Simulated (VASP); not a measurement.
VSi (WC type), 2 atoms in the cell. It takes space group P-6m2 (No. 187, hexagonal). Conventional cell: a = 2.468 Å, b = 2.468 Å, c = 3.709 Å, α = 90.00°, β = 90.00°, γ = 120.00°. V (site symmetry -6m2) has 6 Si at 2.34 Å and 6 V at 2.47 Å within 3.1 Å. Si (site symmetry -6m2) has 6 V at 2.34 Å and 6 Si at 2.47 Å within 3.1 Å. 

```yaml
Program: VASP 6.6.1
Task: single point
Functional: LDA
Potentials_or_basis: VASP PAW LDA potentials, release 64 (V_sv, Si)
Cutoff: 520 eV
k_mesh: 15 × 15 × 13
Occupations: fermi-dirac, width 0.1 eV
Spin: no spin polarisation
Dipole_correction: no
Further_INCAR_settings: ALGO = Normal; EDIFF = 1e-06; NBANDS = 16
```

Potentials or basis: VASP PAW LDA potentials, release 64 (V_sv, Si).

Command:

```sh
$ cat potpaw_LDA.64/V_sv/POTCAR potpaw_LDA.64/Si/POTCAR > POTCAR
$ mpirun -np 1 vasp_std > vasp.out
```

Hardware: 1 thread of Intel(R) Xeon(R) 6975P-C (Granite Rapids), on a shared host.

Question: How long does it take, and how much memory?

Answer: Run time: 17 s on 1 thread of Intel(R) Xeon(R) 6975P-C (Granite Rapids) (shared host), peak memory 0.16 GiB. Counts: scf iterations 12, k points 189.
